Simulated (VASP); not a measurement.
# Ge (Cmcm) in VASP: further runs

Ge is run at these levels: LDA; tasks: single point.

Program: VASP 6.6.1. These are calculated values, not measurements. Logs are shortened: lines on timing, memory, paths and dates and some standing lists are left out, and cuts for length are marked.

### 1 The cell of the first run

The structure is orthorhombic, space group Cmcm (No. 63). The conventional cell has a = 2.926 Å, b = 5.101 Å, c = 4.647 Å, α = 90.00°, β = 90.00°, γ = 90.00°. Within 3.8 Å of Ge (site symmetry m2m) lie 12 Ge at 2.87 to 2.94 Å.

### 2 Single point, LDA

The input, INCAR:

```
PREC     = Accurate       # precision mode
ENCUT    = 520            # plane-wave cutoff, eV
EDIFF    = 1E-7           # SCF threshold, eV
ISMEAR   = -1             # smearing method
SIGMA    = 0.1            # smearing width, eV
LREAL    = False          # projectors in reciprocal space
LASPH    = True           # aspherical terms in the spheres
NELM     = 80             # most SCF steps
ALGO     = Normal         # electronic algorithm
ISIF     = 2              # what is computed and relaxed
LWAVE    = False          # write WAVECAR
LCHARG   = False          # write CHGCAR
NBANDS   = 21             # bands
```

The input, KPOINTS:

```
regular mesh
0
Gamma
  11 11 6
```

The input, POSCAR:

```
Ge
1.0
    1.4628268894     -2.5507037059      0.0000000000
    1.4628268894      2.5507037059      0.0000000000
    0.0000000000      0.0000000000      4.6474517715
Ge
2
Direct
    0.6665530000      0.3334470000      0.2500000000
    0.3334470000      0.6665530000      0.7500000000
```

Potentials or basis: VASP PAW LDA potentials, release 64 (Ge_d).

Launch:

```sh
$ cat potpaw_LDA.64/Ge_d/POTCAR > POTCAR
$ mpirun -np 1 vasp_std > vasp.out
```

OUTCAR:

```text
PREC = Accurate
   ENCUT = 520
   EDIFF = 1E-7
   ISMEAR = -1
   LREAL = False
   LASPH = True
   NELM = 80
   ISIF = 2

 ion  position               nearest neighbor table
   1  0.667  0.333  0.250-   2 2.87   2 2.87   2 2.87   2 2.87   2 2.88   2 2.88
   2  0.333  0.667  0.750-   1 2.87   1 2.87   1 2.87   1 2.87   1 2.88   1 2.88

  LATTYP: Found a base centered orthorhombic cell.
 ALAT       =     2.9256537788
 B/A-ratio  =     1.7436811727
 C/A-ratio  =     1.5885173445

  Lattice vectors:

 A1 = (   1.4628268894,  -2.5507037059,   0.0000000000)
 A2 = (   1.4628268894,   2.5507037059,   0.0000000000)
 A3 = (   0.0000000000,   0.0000000000,   4.6474517715)

Analysis of symmetry for initial positions (statically):
=====================================================================
 Subroutine PRICEL returns:
 Original cell was already a primitive cell.

 Routine SETGRP: Setting up the symmetry group for a
 base centered orthorhombic supercell.

 Subroutine GETGRP returns: Found  8 space group operations
 (whereof  4 operations were pure point group operations)
 out of a pool of  8 trial point group operations.

The static configuration has the point symmetry C_2h.
 The point group associated with its full space group is D_2h.

Analysis of symmetry for dynamics (positions and initial velocities):
=====================================================================
 Subroutine PRICEL returns:
 Original cell was already a primitive cell.

 Routine SETGRP: Setting up the symmetry group for a
 base centered orthorhombic supercell.

 Subroutine GETGRP returns: Found  8 space group operations
 (whereof  4 operations were pure point group operations)
 out of a pool of  8 trial point group operations.

The dynamic configuration has the point symmetry C_2h.
 The point group associated with its full space group is D_2h.

 Subroutine INISYM returns: Found  8 space group operations
 (whereof  4 operations are pure point group operations),
 and found     1 'primitive' translations

----------------------------------------------------------------------------------------

                                     Primitive cell

  volume of cell :      34.6815

  direct lattice vectors                    reciprocal lattice vectors
     1.462826889 -2.550703706  0.000000000     0.341803944 -0.196024336  0.000000000
     1.462826889  2.550703706  0.000000000     0.341803944  0.196024336  0.000000000
     0.000000000  0.000000000  4.647451772     0.000000000  0.000000000  0.215171679

  length of vectors
     2.940399956  2.940399956  4.647451772     0.394024715  0.394024715  0.215171679

  position of ions in fractional coordinates (direct lattice)
     0.666553000  0.333447000  0.250000000
     0.333447000  0.666553000  0.750000000

  ion indices of the primitive-cell ions
   primitive index   ion index
                 1           1
                 2           2

----------------------------------------------------------------------------------------

 KPOINTS: regular mesh

Automatic generation of k-mesh.
 Grid dimensions read from file:
 generate k-points for:   11   11    6

 Generating k-lattice:

  Cartesian coordinates                     Fractional coordinates (reciprocal lattice)
     0.031073086 -0.017820394  0.000000000     0.090909091  0.000000000  0.000000000
     0.031073086  0.017820394  0.000000000     0.000000000  0.090909091  0.000000000
     0.000000000  0.000000000  0.035861946     0.000000000  0.000000000  0.166666667

  Length of vectors
     0.035820429  0.035820429  0.035861946

  Shift w.r.t. Gamma in fractional coordinates (k-lattice)
     0.000000000  0.000000000  0.000000000

 Subroutine IBZKPT returns following result:
 ===========================================

 Found    144 irreducible k-points:

 Following reciprocal coordinates:
            Coordinates               Weight
  0.000000  0.000000  0.000000      1.000000
  0.090909  0.000000  0.000000      4.000000
  0.181818  0.000000  0.000000      4.000000
  0.272727  0.000000  0.000000      4.000000
  0.363636  0.000000  0.000000      4.000000
  0.454545 -0.000000  0.000000      4.000000
[... 16 lines left out ...]
 -0.272727  0.181818  0.000000      4.000000
 -0.181818  0.181818  0.000000      2.000000
 [... further k-points ...]
   k-points           NKPTS =    144   k-points in BZ     NKDIM =    144   number of bands    NBANDS=     21
   number of dos      NEDOS =    301   number of ions     NIONS =      2
   total plane-waves  NPLWV =  20736
   dimension x,y,z NGX =    24 NGY =   24 NGZ =   36
   dimension x,y,z NGXF=    48 NGYF=   48 NGZF=   72
   ions per type =               2
   NGX,Y,Z   is equivalent  to a cutoff of  13.57, 13.57, 12.88 a.u.
   NGXF,Y,Z  is equivalent  to a cutoff of  27.14, 27.14, 25.76 a.u.
 SYSTEM =  unknown system
   PREC   = accura    normal or accurate (medium, high low for compatibility)
   ISTART =      0    job   : 0-new  1-cont  2-samecut
   ICHARG =      2    charge: 1-file 2-atom 10-const
   ISPIN  =      1    spin polarized calculation?
   LNONCOLLINEAR =      F non collinear calculations
   LSORBIT =      F    spin-orbit coupling
   LASPH  =      T    aspherical Exc in radial PAW
   ENCUT  =  520.0 eV  38.22 Ry    6.18 a.u.   5.47  5.47  8.64*2*pi/ulx,y,z
   NELM   =     80;   NELMIN=  2; NELMDL= -5     # of ELM steps
   EDIFF  = 0.1E-06   stopping-criterion for ELM
   LREAL  =      F    real-space projection
   EDIFFG = 0.1E-05   stopping-criterion for IOM
   NSW    =      0    number of steps for IOM
   IBRION =     -1    ionic relax: 0-MD 1-quasi-New 2-CG
   NFREE  =      0    steps in history (QN), initial steepest desc. (CG)
   ISIF   =      2    stress and relaxation
   ISYM   =      2    0-nonsym 1-usesym 2-fastsym
   POTIM  = 0.5000    time-step for ionic-motion
   TEBEG  =    0.0;   TEEND  =   0.0 temperature during run
   PSTRESS=    0.0 pullay stress
   NELECT =      28.0000    total number of electrons
   NUPDOWN=      -1.0000    fix difference up-down
   EMIN   =  10.00;   EMAX   =-10.00  energy-range for DOS
   EFERMI =   0.00;   METHOD = LEGACY
   ISMEAR =    -1;   SIGMA  =   0.10  broadening in eV -4-tet -1-fermi 0-gaus
   EFERMI_NEDOS =   21; number of points for ismear=-14 and -15
   IALGO  =     38    algorithm
   IMIX   =      4    mixing-type and parameters
     AMIX     =   0.40;   BMIX     =  1.00
     AMIX_MAG =   1.60;   BMIX_MAG =  1.00
  volume/ion in A,a.u.               =      17.34       117.02
  Fermi-wavevector in a.u.,A,eV,Ry     =   1.524386  2.880671 31.616567  2.323752
  Thomas-Fermi vector in A             =   2.632700
   LORBIT       =      0    0 simple, 1 ext, 2 COOP (PROOUT), +10 PAW based schemes
   GGA     = CA    functional components
   LHFCALC =     F    Hartree Fock is set to
   AEXX    =    0.0000 exact exchange contribution
   IVDW    =     0    specifies the selected vdW correction
   LEPSILON=     F    determine dielectric tensor
   LRPA    =     F    only Hartree local field effects (RPA)
 non-spin polarized calculation
  energy-cutoff  :      520.00
  volume of cell :       34.68
 maximum number of plane-waves:       965
 NGX is ok and might be reduce to    24
   NGX = 11   NGY = 11   NGZ = 17

 number of electron      28.0000005 magnetization

 Free energy of the ion-electron system (eV)
  ---------------------------------------------------
  ext. energy  EPLUGINS =         0.00000000
  ---------------------------------------------------
  free energy    TOTEN  =        -9.77376493 eV

  energy without entropy =       -9.74169166  energy(sigma->0) =       -9.75772830

 E-fermi :   7.4583     XC(G=0): -12.0118

 val. band max:        7.4232762391   @ k =  -0.3636   0.1818   0.5000
 cond. band min:       7.4812265415   @ k =   0.4545   0.1818   0.5000
 fundamental gap:      0.0579503023
 Fermi energy:         7.4582690988

 k-point     1 :       0.0000    0.0000    0.0000
  band No.  band energies     occupation
      1     -17.3951      2.00000
      2     -17.3856      2.00000
      3     -17.3812      2.00000
      4     -17.3781      2.00000
      5     -17.3744      2.00000
      6     -17.3707      2.00000
[... 13 lines left out ...]
     20      20.6326      0.00000
     21      21.9954      0.00000

 k-point     2 :       0.0909    0.0000    0.0000
  band No.  band energies     occupation
      1     -17.3976      2.00000
      2     -17.3880      2.00000
      3     -17.3761      2.00000
      4     -17.3691      2.00000
      5     -17.3665      2.00000
      6     -17.3641      2.00000
[... 13 lines left out ...]
     20      20.7308      0.00000
     21      22.0200      0.00000

 k-point     3 :       0.1818    0.0000    0.0000
  band No.  band energies     occupation
      1     -17.4135      2.00000
      2     -17.3829      2.00000
      3     -17.3696      2.00000
      4     -17.3676      2.00000
      5     -17.3622      2.00000
      6     -17.3538      2.00000
[... 13 lines left out ...]
     20      20.9502      0.00000
     21      22.0147      0.00000

 k-point     4 :       0.2727    0.0000    0.0000
  band No.  band energies     occupation
      1     -17.4320      2.00000
      2     -17.3858      2.00000
      3     -17.3826      2.00000
      4     -17.3783      2.00000
      5     -17.3485      2.00000
      6     -17.3247      2.00000
[... 13 lines left out ...]
     20      19.9472      0.00000
     21      21.5023      0.00000

 k-point     5 :       0.3636    0.0000    0.0000
  band No.  band energies     occupation
      1     -17.4478      2.00000
      2     -17.4024      2.00000
      3     -17.3874      2.00000
      4     -17.3862      2.00000
      5     -17.3336      2.00000
      6     -17.3180      2.00000
[... 13 lines left out ...]
     20      19.3173      0.00000
     21      20.8973      0.00000
[... 382 lines left out ...]
     20      19.3729      0.00000
     21      23.2704      0.00000

 k-point    22 :      -0.3636    0.1818    0.0000
  band No.  band energies     occupation
      1     -17.4042      2.00000
      2     -17.4015      2.00000
      3     -17.3990      2.00000
      4     -17.3756      2.00000
      5     -17.3443      2.00000
      6     -17.3289      2.00000
[... 13 lines left out ...]
     20      19.7295      0.00000
     21      20.6706      0.00000

 k-point    23 :      -0.2727    0.1818    0.0000
  band No.  band energies     occupation
      1     -17.4168      2.00000
      2     -17.3898      2.00000
      3     -17.3811      2.00000
      4     -17.3719      2.00000
      5     -17.3580      2.00000
      6     -17.3377      2.00000
[... 13 lines left out ...]
     20      19.0669      0.00000
     21      21.1967      0.00000

 k-point    24 :      -0.1818    0.1818    0.0000
  band No.  band energies     occupation
      1     -17.4160      2.00000
      2     -17.3839      2.00000
      3     -17.3700      2.00000
      4     -17.3664      2.00000
      5     -17.3641      2.00000
      6     -17.3517      2.00000
[... 13 lines left out ...]
     20      20.9411      0.00000
     21      22.1284      0.00000

 [... further k-points ...]

------------------------ aborting loop because EDIFF is reached ----------------------------------------

  FORCE on cell =-STRESS in cart. coord.  units (eV):
  Direction    XX          YY          ZZ          XY          YZ          ZX
  --------------------------------------------------------------------------------------
  -------------------------------------------------------------------------------------
  Total        0.1454284      0.1469142      1.7027511      0.0000000      0.0000000      0.0000000
  in kB        6.7183397      6.7869775     78.6618051      0.0000000      0.0000000      0.0000000
  external PRESSURE =      30.7223741 kB  Pullay stress =       0.0000000 kB

 VOLUME and BASIS-vectors are now :
 -----------------------------------------------------------------------------
  energy-cutoff  :      520.00
  volume of cell :       34.68
      direct lattice vectors                 reciprocal lattice vectors
     1.462826889 -2.550703706  0.000000000     0.341803944 -0.196024336  0.000000000
     1.462826889  2.550703706  0.000000000     0.341803944  0.196024336  0.000000000
     0.000000000  0.000000000  4.647451772     0.000000000  0.000000000  0.215171679

 POSITION                                       TOTAL-FORCE (eV/Angst)
 -----------------------------------------------------------------------------------
      1.46283     -0.84965      1.16186         0.000000      0.005199      0.000000
      1.46283      0.84965      3.48559         0.000000     -0.005199     -0.000000
 -----------------------------------------------------------------------------------
    total drift:                                0.000000     -0.000000     -0.000000

  FREE ENERGIE OF THE ION-ELECTRON SYSTEM (eV)
  ---------------------------------------------------
  free  energy   TOTEN  =        -9.7737649342 eV

  energy  without entropy=       -9.7416916611  energy(sigma->0) =       -9.75772830
```

Run time: 25 s. Hardware: 1 thread of Intel Xeon 6975P-C (Granite Rapids), shared host; peak memory 0.19 GiB.

What came out:

```yaml
Free_energy: -9.7738 eV
Pressure: 3.1 GPa
Largest_force: 0.005 eV/Å
Band_gap_on_the_k_mesh: zero (band 14 reaches 14.37 eV, above the bottom of band 15 at 4.59 eV)
```

Forces in eV/Å, atoms in the order of the input:
```
Ge   0.000  0.005  0.000
Ge   0.000 -0.005  0.000
```

Stress tensor (GPa, compression positive):
```
0.67 0.00 0.00
0.00 0.68 0.00
0.00 0.00 7.87
```

Levels at points of the mesh, in eV from the Fermi level:
```
           k point  band 10  band 11  band 12  band 13  band 14  band 15  band 16  band 17  band 18  band 19
(0.00, 0.00, 0.00)   -24.73   -13.91    -7.70    -5.90     6.76     6.88     8.93     9.05    10.46    11.80
(0.00, 0.00, 0.50)   -24.76   -12.17   -12.17     1.88     1.88     7.96     7.96     8.08     8.08    13.09
```

### 3 Single point, LDA

This run uses another cell than the first one, of 17.89 Å³/atom, 1.032 times its volume.

The input, INCAR:

```
SYSTEM = Ge
PREC = Accurate
ENCUT = 520
EDIFF = 1E-7
ISMEAR = -1
SIGMA = 0.1
LREAL = .False.
LASPH = .True.
NELM = 60
ALGO = Normal
ISIF = 2
LWAVE = .False.
LCHARG = .False.
GGA = CA
NBANDS = 21
```

The input, KPOINTS:

```
regular mesh
0
Gamma
  11 11 6
  0 0 0
```

The input, POSCAR:

```
Ge
1.0
    1.4780657662     -2.5772754484      0.0000000000
    1.4780657662      2.5772754484      0.0000000000
    0.0000000000      0.0000000000      4.6958662117
Ge
2
Direct
    0.6665530000      0.3334470000      0.2500000000
    0.3334470000      0.6665530000      0.7500000000
```

Potentials or basis: VASP PAW LDA potentials, release 64 (Ge_d).

Launch:

```sh
$ cat potpaw_LDA.64/Ge_d/POTCAR > POTCAR
$ mpirun -np 1 vasp_std > vasp.out
```

It took 28 s on 1 thread of Intel Xeon 6975P-C (Granite Rapids), shared host; peak memory 0.19 GiB.

The run converged. Its results:

| Property | Result |
| --- | --- |
| Free energy | -9.7862 eV |
| Pressure | 0.4 GPa |
| Largest force | 0.005 eV/Å |
| Band gap on the k mesh | zero (band 14 reaches 13.80 eV, above the bottom of band 15 at 4.35 eV) |

Forces in eV/Å, atoms in the order of the input:
```
Ge   0.000  0.005  0.000
Ge   0.000 -0.005  0.000
```

Stress tensor (GPa, compression positive):
```
-1.78  0.00  0.00
 0.00 -1.72  0.00
 0.00  0.00  4.84
```

Levels at points of the mesh, in eV from the Fermi level:
| k point | band 11 | band 12 | band 13 | band 14 | band 15 | band 16 | band 17 | band 18 |
| --- | --- | --- | --- | --- | --- | --- | --- | --- |
| (0.00, 0.00, 0.00) | -13.62 | -7.64 | -5.69 | 6.57 | 6.68 | 8.68 | 8.80 | 10.11 |
| (0.00, 0.00, 0.50) | -11.92 | -11.92 | 1.82 | 1.82 | 7.72 | 7.72 | 7.83 | 7.83 |

### 4 Single point, LDA

This run uses another cell than the first one, of 18.44 Å³/atom, 1.063 times its volume.

The input, INCAR:

```
PREC     = Accurate       # precision mode
ENCUT    = 520            # plane-wave cutoff, eV
EDIFF    = 1E-6           # SCF threshold, eV
ISMEAR   = -1             # smearing method
SIGMA    = 0.1            # smearing width, eV
LREAL    = F              # projectors in reciprocal space
LASPH    = T              # aspherical terms in the spheres
NELM     = 60             # most SCF steps
ALGO     = Normal         # electronic algorithm
ISIF     = 2              # what is computed and relaxed
LWAVE    = F              # write WAVECAR
LCHARG   = F              # write CHGCAR
NBANDS   = 21             # bands
```

The input, KPOINTS:

```
Automatic mesh
0
Gamma
  11 11 6
```

The input, POSCAR:

```
Ge
1.0
    1.4929967340     -2.6033102959      0.0000000000
    1.4929967340      2.6033102959      0.0000000000
    0.0000000000      0.0000000000      4.7433024144
Ge
2
Direct
    0.6665530000      0.3334470000      0.2500000000
    0.3334470000      0.6665530000      0.7500000000
```

Launch:

```sh
$ cat potpaw_LDA.64/Ge_d/POTCAR > POTCAR
$ mpirun -np 1 vasp_std > vasp.out
```

Run time: 27 s. Hardware: 1 thread of Intel Xeon 6975P-C (Granite Rapids), shared host; peak memory 0.19 GiB.

Results (log left out):

```yaml
Free_energy: -9.7821 eV
Pressure: -1.9 GPa
Largest_force: 0.005 eV/Å
Band_gap_on_the_k_mesh: zero (band 14 reaches 13.27 eV, above the bottom of band 15 at 4.13 eV)
```

Forces on the atoms (eV/Å):
```
Ge   0.000  0.005  0.000
Ge   0.000 -0.005  0.000
```

Stress tensor (GPa, compression positive):
```
-3.96  0.00  0.00
 0.00 -3.87  0.00
 0.00  0.00  2.13
```

Levels at points of the mesh, in eV from the Fermi level:
| k point | band 12 | band 13 | band 14 | band 15 | band 16 | band 17 |
| --- | --- | --- | --- | --- | --- | --- |
| (0.00, 0.00, 0.00) | -7.58 | -5.50 | 6.38 | 6.49 | 8.43 | 8.55 |
| (0.00, 0.00, 0.50) | -11.69 | 1.76 | 1.76 | 7.49 | 7.49 | 7.60 |

[end of part 1 of 2]
